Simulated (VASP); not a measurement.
# Eu (Im-3m) in VASP: notebook, part 2 of 2

VASP 6.6.1.

## (4) Single point, PBE+U, collinear spin, ferromagnetic start (44.72 Å³/atom)

This run uses another cell than the first one, of 44.72 Å³/atom.

Input file INCAR:

```
SYSTEM = Eu
PREC = Accurate ; ENCUT = 600
EDIFF = 1E-6 ; ISMEAR = 0
SIGMA = 0.1 ; LREAL = .FALSE.
LASPH = .TRUE. ; NELM = 200
ALGO = Normal ; ISIF = 2
LWAVE = .FALSE. ; LCHARG = .TRUE.
ISPIN = 2 ; MAGMOM = 7.85
LORBIT = 11 ; LMAXMIX = 6
LDAU = .TRUE. ; LDAUTYPE = 2
LDAUL = 3 ; LDAUU = 6
LDAUJ = 0 ; LDAUPRINT = 1
GGA = PE ; LELF = .TRUE.
LVHAR = .TRUE. ; NBANDS = 18
GGA_COMPAT = .FALSE.
```

Input file KPOINTS:

```
Automatic mesh
0
G
  14 14 14
  0 0 0
```

Input file POSCAR:

```
Eu
1.0
   -2.2360189959      2.2360189959      2.2360189959
    2.2360189959     -2.2360189959      2.2360189959
    2.2360189959      2.2360189959     -2.2360189959
Eu
1
Direct
    0.0000000000      0.0000000000      0.0000000000
```

Potentials or basis: VASP PAW PBE potentials, release 64 (Eu).

The run is started by

```bash
cat potpaw_PBE.64/Eu/POTCAR > POTCAR
mpirun -np 1 vasp_std > vasp.out
```

OUTCAR:

```text
SYSTEM = Eu
   PREC = Accurate
   ENCUT = 600
   EDIFF = 1E-6
   ISMEAR = 0
   LREAL = .FALSE.
   LASPH = .TRUE.
   NELM = 200
   ISIF = 2
   ISPIN = 2
   LORBIT = 11
   GGA = PE

 ion  position               nearest neighbor table
   1  0.000  0.000  0.000-

  LATTYP: Found a body centered cubic cell.
 ALAT       =     4.4720379918

  Lattice vectors:

 A1 = (  -2.2360189959,   2.2360189959,   2.2360189959)
 A2 = (   2.2360189959,  -2.2360189959,   2.2360189959)
 A3 = (   2.2360189959,   2.2360189959,  -2.2360189959)

Analysis of symmetry for initial positions (statically):
=====================================================================
 Subroutine PRICEL returns:
 Original cell was already a primitive cell.

 Routine SETGRP: Setting up the symmetry group for a
 body centered cubic supercell.

 Subroutine GETGRP returns: Found 48 space group operations
 (whereof 48 operations were pure point group operations)
 out of a pool of 48 trial point group operations.

The static configuration has the point symmetry O_h .

Analysis of symmetry for dynamics (positions and initial velocities):
=====================================================================
 Subroutine PRICEL returns:
 Original cell was already a primitive cell.

 Routine SETGRP: Setting up the symmetry group for a
 body centered cubic supercell.

 Subroutine GETGRP returns: Found 48 space group operations
 (whereof 48 operations were pure point group operations)
 out of a pool of 48 trial point group operations.

The dynamic configuration has the point symmetry O_h .

Analysis of structural, dynamic, and magnetic symmetry:
=====================================================================
 Subroutine PRICEL returns:
 Original cell was already a primitive cell.

 Routine SETGRP: Setting up the symmetry group for a
 body centered cubic supercell.

 Subroutine GETGRP returns: Found 48 space group operations
 (whereof 48 operations were pure point group operations)
 out of a pool of 48 trial point group operations.

The overall configuration has the point symmetry O_h .

 Subroutine INISYM returns: Found 48 space group operations
[... 154 lines left out ...]
 -0.0000  0.0001  0.0000  0.0000  0.0000 -0.0000 -0.0000
  0.0000  0.0000  0.0001  0.0000 -0.0000  0.0000  0.0000
  0.0000  0.0000  0.0000  0.0001 -0.0000  0.0000 -0.0000
 -0.0000  0.0000 -0.0000 -0.0000  0.0001 -0.0000 -0.0000
  0.0000 -0.0000  0.0000  0.0000 -0.0000  0.0000 -0.0000
  0.0000 -0.0000  0.0000 -0.0000 -0.0000 -0.0000  0.0001

 occupancies and eigenvectors

  o =  0.0000  v =  0.0000  0.0000  0.0000  0.0000  0.0000  0.0000  0.0000 -0.0000 -0.0000  0.0001 -0.0000  0.7905  0.0080  0.6124      0.0000  0.0000  0.0000  0.0000  0.0000  0.0000  0.0000  0.0000  0.0000  0.0000  0.0000  0.0000  0.0000  0.0000
  o =  0.0000  v =  0.0000  0.0000  0.0000  0.0000  0.0000  0.0000  0.0000  0.0001 -0.0000 -0.0001  0.0000  0.0064 -1.0000  0.0049      0.0000  0.0000  0.0000  0.0000  0.0000  0.0000  0.0000  0.0000  0.0000  0.0000  0.0000  0.0000  0.0000  0.0000
  o =  0.0000  v =  0.0000  0.0000  0.0000  0.0000  0.0000  0.0000  0.0000 -0.6124 -0.0000  0.7906 -0.0000 -0.0001 -0.0001 -0.0000      0.0000  0.0000  0.0000  0.0000  0.0000  0.0000  0.0000  0.0000  0.0000  0.0000  0.0000  0.0000  0.0000  0.0000
  o =  0.0001  v =  0.0000  0.0000  0.0000  0.0000  0.0000  0.0000  0.0000 -0.0000  1.0000 -0.0000 -0.0000 -0.0000 -0.0000  0.0000      0.0000  0.0000  0.0000  0.0000  0.0000  0.0000  0.0000  0.0000  0.0000  0.0000  0.0000  0.0000  0.0000  0.0000
  o =  0.0001  v =  0.0000  0.0000  0.0000  0.0000  0.0000  0.0000  0.0000  0.0034  0.0000  0.0026  0.0002  0.6124  0.0000 -0.7906      0.0000  0.0000  0.0000  0.0000  0.0000  0.0000  0.0000  0.0000  0.0000  0.0000  0.0000  0.0000  0.0000  0.0000
  o =  0.0001  v =  0.0000  0.0000  0.0000  0.0000  0.0000  0.0000  0.0000 -0.7906 -0.0000 -0.6124  0.0009  0.0026 -0.0000 -0.0034      0.0000  0.0000  0.0000  0.0000  0.0000  0.0000  0.0000  0.0000  0.0000  0.0000  0.0000  0.0000  0.0000  0.0000
  o =  0.0001  v =  0.0000  0.0000  0.0000  0.0000  0.0000  0.0000  0.0000  0.0007  0.0000  0.0005  1.0000 -0.0001  0.0000  0.0002      0.0000  0.0000  0.0000  0.0000  0.0000  0.0000  0.0000  0.0000  0.0000  0.0000  0.0000  0.0000  0.0000  0.0000
  o =  0.9742  v =  0.0000  0.0000  0.0000  0.0000 -0.4526  0.8199 -0.3506  0.0000  0.0000  0.0000  0.0000  0.0000  0.0000  0.0000      0.0000  0.0000  0.0000  0.0000  0.0000  0.0000  0.0000  0.0000  0.0000  0.0000  0.0000  0.0000  0.0000  0.0000
  o =  0.9742  v = -0.6124  0.0000  0.7906 -0.0000  0.0000 -0.0000  0.0000  0.0000  0.0000  0.0000  0.0000  0.0000  0.0000  0.0000      0.0000  0.0000  0.0000  0.0000  0.0000  0.0000  0.0000  0.0000  0.0000  0.0000  0.0000  0.0000  0.0000  0.0000
  o =  0.9742  v =  0.0000  0.0000 -0.0000  0.0000 -0.6482 -0.5725 -0.5021  0.0000  0.0000  0.0000  0.0000  0.0000  0.0000  0.0000      0.0000  0.0000  0.0000  0.0000  0.0000  0.0000  0.0000  0.0000  0.0000  0.0000  0.0000  0.0000  0.0000  0.0000
  o =  0.9765  v =  0.0000  1.0000 -0.0000 -0.0000 -0.0000 -0.0000  0.0000  0.0000  0.0000  0.0000  0.0000  0.0000  0.0000  0.0000      0.0000  0.0000  0.0000  0.0000  0.0000  0.0000  0.0000  0.0000  0.0000  0.0000  0.0000  0.0000  0.0000  0.0000
  o =  0.9768  v =  0.0000 -0.0000 -0.0000 -0.9962 -0.0535  0.0000  0.0691  0.0000  0.0000  0.0000  0.0000  0.0000  0.0000  0.0000      0.0000  0.0000  0.0000  0.0000  0.0000  0.0000  0.0000  0.0000  0.0000  0.0000  0.0000  0.0000  0.0000  0.0000
  o =  0.9768  v = -0.7906 -0.0000 -0.6124  0.0000 -0.0000  0.0000 -0.0000  0.0000  0.0000  0.0000  0.0000  0.0000  0.0000  0.0000      0.0000  0.0000  0.0000  0.0000  0.0000  0.0000  0.0000  0.0000  0.0000  0.0000  0.0000  0.0000  0.0000  0.0000
  o =  0.9768  v =  0.0000 -0.0000 -0.0000  0.0874 -0.6100  0.0000  0.7875  0.0000  0.0000  0.0000  0.0000  0.0000  0.0000  0.0000      0.0000  0.0000  0.0000  0.0000  0.0000  0.0000  0.0000  0.0000  0.0000  0.0000  0.0000  0.0000  0.0000  0.0000

 number of electron      17.0000002 magnetization       7.2926096

 Free energy of the ion-electron system (eV)
  ---------------------------------------------------
  ext. energy  EPLUGINS =         0.00000000
  ---------------------------------------------------
  free energy    TOTEN  =       -10.75379414 eV

  energy without entropy =      -10.74750484  energy(sigma->0) =      -10.75064949

 E-fermi :   1.9229     XC(G=0):  -8.5241

 val. band max:        1.9159935494   @ k =   0.2857   0.2857   0.0000
 cond. band min:       1.9238974507   @ k =  -0.3571   0.4286   0.2143
 fundamental gap:      0.0079039013
 Fermi energy:         1.9228961723

 spin component 1

 k-point     1 :       0.0000    0.0000    0.0000
  band No.  band energies     occupation
      1     -39.0313      1.00000
      2     -17.7830      1.00000
      3     -17.7830      1.00000
      4     -17.7830      1.00000
      5      -2.2923      1.00000
      6      -0.0814      1.00000
[... 1001 lines left out ...]
     17      10.7083      0.00000
     18      10.8002      0.00000

 [... further k-points ...]

------------------------ aborting loop because EDIFF is reached ----------------------------------------

  FORCE on cell =-STRESS in cart. coord.  units (eV):
  Direction    XX          YY          ZZ          XY          YZ          ZX
  --------------------------------------------------------------------------------------
  -------------------------------------------------------------------------------------
  Total        0.3024432      0.3024432      0.3024432     -0.0000000     -0.0000000      0.0000000
  in kB       10.8359741     10.8359741     10.8359741     -0.0000000     -0.0000000      0.0000000
  external PRESSURE =      10.8359741 kB  Pullay stress =       0.0000000 kB

 VOLUME and BASIS-vectors are now :
 -----------------------------------------------------------------------------
  energy-cutoff  :      600.00
  volume of cell :       44.72
      direct lattice vectors                 reciprocal lattice vectors
    -2.236018996  2.236018996  2.236018996     0.000000000  0.223611696  0.223611696
     2.236018996 -2.236018996  2.236018996     0.223611696  0.000000000  0.223611696
     2.236018996  2.236018996 -2.236018996     0.223611696  0.223611696  0.000000000

 POSITION                                       TOTAL-FORCE (eV/Angst)
 -----------------------------------------------------------------------------------
      0.00000      0.00000      0.00000         0.000000      0.000000      0.000000
 -----------------------------------------------------------------------------------
    total drift:                                0.000000      0.000000     -0.000000

  FREE ENERGIE OF THE ION-ELECTRON SYSTEM (eV)
  ---------------------------------------------------
  free  energy   TOTEN  =       -10.7537941383 eV

  energy  without entropy=      -10.7475048400  energy(sigma->0) =      -10.75064949

 total charge

# of ion       s       p       d       f       tot
--------------------------------------------------
    1        2.082   5.737   0.221   6.823  14.864

 magnetization (x)

# of ion       s       p       d       f       tot
--------------------------------------------------
    1       -0.005  -0.104   0.086   6.822   6.798
```

OSZICAR:

```text
N       E                     dE             d eps       ncg     rms          rms(c)
DAV:   1     0.122209857360E+03    0.12221E+03   -0.70809E+03  9030   0.445E+03
DAV:   2     0.144222284000E+02   -0.10779E+03   -0.95150E+02  9630   0.309E+02
DAV:   3    -0.361312098412E+01   -0.18035E+02   -0.17784E+02 11446   0.112E+02
DAV:   4    -0.527365840824E+01   -0.16605E+01   -0.16517E+01 14520   0.263E+01
DAV:   5    -0.537812363073E+01   -0.10447E+00   -0.10434E+00 13218   0.712E+00    0.276E+01
DAV:   6    -0.103401304183E+02   -0.49620E+01   -0.35557E+00 11214   0.199E+01    0.197E+01
DAV:   7    -0.106914415960E+02   -0.35131E+00   -0.21326E+00 11984   0.269E+01    0.975E+00
DAV:   8    -0.107353825598E+02   -0.43941E-01   -0.12876E-01 13248   0.298E+00    0.720E+00
DAV:   9    -0.107459630951E+02   -0.10581E-01   -0.13477E-02 13528   0.874E-01    0.473E+00
DAV:  10    -0.107498155019E+02   -0.38524E-02   -0.18696E-02 11702   0.314E+00    0.146E+00
DAV:  11    -0.107535220204E+02   -0.37065E-02   -0.38775E-03 11508   0.135E+00    0.644E-01
DAV:  12    -0.107537387017E+02   -0.21668E-03   -0.62093E-04 13296   0.252E-01    0.192E-01
DAV:  13    -0.107537856432E+02   -0.46942E-04   -0.16938E-04 13832   0.768E-02    0.175E-01
DAV:  14    -0.107537925614E+02   -0.69182E-05   -0.26804E-05 12278   0.413E-02    0.587E-02
DAV:  15    -0.107537939978E+02   -0.14363E-05   -0.33095E-06 10510   0.200E-02    0.271E-02
DAV:  16    -0.107537941383E+02   -0.14052E-06   -0.59511E-07  6316   0.149E-02
   1 F= -.10753794E+02 E0= -.10750649E+02  d E =-.628930E-02  mag=     7.2922
```

Wall time 81 s (1 thread of Intel Xeon 6975P-C (Granite Rapids), shared host); peak memory 0.33 GiB.

What came out:

```
Free energy                                           : -10.7538 eV
Pressure                                              : 1.1 GPa
Net moment                                            : 7.29 μB per cell
Site moments                                          : Eu +6.80 μB
Valence electrons inside the program's atomic spheres : Eu 14.86
```

Eigenvalues of the final occupation matrices:
| site | spin | trace | eigenvalues |
| --- | --- | --- | --- |
| site 1 f | 1 | 6.83 | 0.97 0.97 0.97 0.98 0.98 0.98 0.98 |
| site 1 f | 2 | 0.00 | 0.00 0.00 0.00 0.00 0.00 0.00 0.00 |

Caveat: spin-orbit coupling is left out, which moves the levels of the heavy elements.

## (5) Single point, PBE+U, collinear spin, ferromagnetic start (46.15 Å³/atom)

This run uses another cell than the first one, of 46.15 Å³/atom.

Input file INCAR:

```
  PREC = Accurate
  ENCUT = 600
  EDIFF = 1E-6
  ISMEAR = 0
  SIGMA = 0.1
  LREAL = False
  LASPH = True
  NELM = 200
  ALGO = Normal
  ISIF = 2
  LWAVE = False
  LCHARG = False
  ISPIN = 2
  MAGMOM = 7.85
  LORBIT = 11
  LMAXMIX = 6
  LDAU = True
  LDAUTYPE = 2
  LDAUL = 3
  LDAUU = 6
  LDAUJ = 0
  LDAUPRINT = 1
  GGA = PE
  NBANDS = 18
  GGA_COMPAT = False
```

Input file KPOINTS:

```
Automatic mesh
0
Gamma
  14 14 14
```

Input file POSCAR:

```
Eu
1.0
   -2.2595577678      2.2595577678      2.2595577678
    2.2595577678     -2.2595577678      2.2595577678
    2.2595577678      2.2595577678     -2.2595577678
Eu
1
Direct
    0.0000000000      0.0000000000      0.0000000000
```

The run is started by

```bash
cat potpaw_PBE.64/Eu/POTCAR > POTCAR
mpirun -np 1 vasp_std > vasp.out
```

Wall time 82 s (1 thread of Intel Xeon 6975P-C (Granite Rapids), shared host); peak memory 0.33 GiB.

The run converged. Its results:

```yaml
Free_energy: -10.7616 eV
Pressure: 0.6 GPa
Net_moment: 7.30 μB per cell
Site_moments: Eu +6.80 μB
Valence_electrons_inside_the_program's_atomic_spheres: Eu 14.86
```

Levels at points of the mesh, in eV from the Fermi level:
Spin up:
```tsv
k point	band 8	band 9	band 10	band 11	band 12	band 13	band 14	band 15	band 16	band 17
(0.00, 0.00, 0.00)	-2.04	-1.92	-1.92	-1.92	-1.88	1.96	1.96	1.96	3.51	3.51
(0.50, 0.00, 0.00)	-1.94	-1.93	-1.93	-1.91	-1.53	0.63	0.64	3.40	4.11	5.67
(0.50, 0.50, 0.50)	-2.00	-1.90	-1.90	-1.90	-0.86	-0.86	4.58	4.58	4.58	5.16
```
Spin down:
| k point | band 1 | band 2 | band 3 | band 4 | band 5 | band 6 | band 7 | band 8 | band 9 | band 10 |
| --- | --- | --- | --- | --- | --- | --- | --- | --- | --- | --- |
| (0.00, 0.00, 0.00) | -37.82 | -17.42 | -17.42 | -17.42 | -3.60 | 2.83 | 2.83 | 2.83 | 4.56 | 4.56 |
| (0.50, 0.00, 0.00) | -37.78 | -17.88 | -17.57 | -17.42 | -0.90 | 1.28 | 1.39 | 4.43 | 5.26 | 6.32 |
| (0.50, 0.50, 0.50) | -37.76 | -17.74 | -17.74 | -17.74 | -0.19 | -0.19 | 4.96 | 4.96 | 4.96 | 6.37 |

Eigenvalues of the final occupation matrices:
```csv
site,spin,trace,eigenvalues
site 1 f,1,6.83,0.97 0.97 0.97 0.98 0.98 0.98 0.98
site 1 f,2,0.00,0.00 0.00 0.00 0.00 0.00 0.00 0.00
```

Caveat: spin-orbit coupling is left out, which moves the levels of the heavy elements. The state reached can hang on the start; a lower one may exist.

## (6) Overview

| cell | k mesh | gap on the mesh (eV) | pressure (GPa) | moment (μB) |
| --- | --- | --- | --- | --- |
| a = 3.989 Å, angles 109.5°, 1 atom | 6 × 6 × 6 | none | -0.2 | 7.48 |
| a = 3.831 Å, angles 109.5°, 1 atom | 14 × 14 × 14 | none | 1.6 | 7.29 |
| a = 3.873 Å, angles 109.5°, 1 atom | 14 × 14 × 14 | none | 1.1 | 7.29 |
| a = 3.914 Å, angles 109.5°, 1 atom | 14 × 14 × 14 | none | 0.6 | 7.30 |

Alike in all rows: task single point; level PBE+U; potentials or basis VASP PAW PBE potentials, release 64 (Eu); spin collinear, ferromagnetic start; Eu f U = 6.0 eV; cutoff (eV) 600; smearing gaussian 0.1 eV.

Caveats: spin-orbit coupling is left out, which moves the levels of the heavy elements.

Absolute energies hang on the potentials; compare differences alone.
